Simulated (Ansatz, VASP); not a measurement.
One calculation of TaN, two programs

INCAR

```
SYSTEM = TaN
PREC = Accurate
ENCUT = 520
EDIFF = 1E-6
ISMEAR = 0
SIGMA = 0.15
LREAL = .FALSE.
LASPH = .TRUE.
NELM = 100
ALGO = Fast
ISIF = 2
LWAVE = .FALSE.
LCHARG = .FALSE.
GGA = PS
NBANDS = 33
```

Contents of KPOINTS:

```
regular mesh
0
G
  12 12 16
  0 0 0
```

File POSCAR:

```
TaN
1.0
    5.1789208734      0.0000000000      0.0000000000
   -2.5894604367      4.4850770406      0.0000000000
    0.0000000000      0.0000000000      2.8959972714
Ta N
3 3
Direct
    0.3751386353      0.7502772706      0.5000000000
    0.7084719686      0.4169439373      0.5000000000
    0.0418053020      0.0836106039      0.0000000000
    0.3933709411      0.0000000000      0.0000000000
    0.6066290589      0.6066290589      0.0000000000
    0.0000000000      0.3933709411      0.0000000000
```

Input for Ansatz:

```yaml
crystal:
  lattice:
    - [5.1789208734, 0.0, 0.0]
    - [-2.5894604367, 4.4850770406, 0.0]
    - [0.0, 0.0, 2.8959972714]
  atoms:
    - { symbol: Ta, position: [0.3751386353, 0.7502772706, 0.5] }
    - { symbol: Ta, position: [0.7084719686, 0.4169439373, 0.5] }
    - { symbol: Ta, position: [0.041805302, 0.0836106039, 0.0] }
    - { symbol: "N", position: [0.3933709411, 0.0, 0.0] }
    - { symbol: "N", position: [0.6066290589, 0.6066290589, 0.0] }
    - { symbol: "N", position: [0.0, 0.3933709411, 0.0] }
basis:
  ecutwfc: 420
kpoints:
  mp_grid: { grid: [12, 12, 16] }
hamiltonian:
  xc: pbesol
scf:
  occupations: { method: gaussian, width: 0.15 }
output:
  forces: true
  stress: true
  eigenvalues: true
```

Change from the starting cell: all Ta atoms moved +0.375 Å, as atom 1 along Cartesian [0 1 0].

Alike in both runs: task single point; functional PBEsol; k mesh 12 × 12 × 16; occupations gaussian, width 0.15 eV; no spin polarisation.

|  | VASP | Ansatz |
| --- | --- | --- |
| version | VASP 6.6.1 | Ansatz 0.2.0 |
| potentials or method | VASP PAW PBE potentials, release 64 (Ta_pv, N), cutoff 520 eV | scalar-relativistic, plane waves, PAW |
| valence electrons in the cell | 48 | 54 |

```tsv
	VASP	Ansatz	Ansatz less VASP
gap on the k mesh at the Fermi level (eV)	none	none	-
pressure (GPa)	26.6	25.1	-1.45
traceless stress, the component that is largest in VASP (GPa)	-28.61	-27.61	+1.002
rms of the force components (eV/Å)	4.239	4.144	-0.0956
```

VASP's potentials were made for PBE, not for PBEsol. Atom by atom the forces differ by 0.101 eV/Å (rms over components). A gap of «none» marks a metal or a gap that the smearing closes. VASP's potentials hold 48 valence electrons a cell and Ansatz's 54, so a difference there can come from the potentials and not from the codes.

Neither program's run includes spin-orbit coupling.
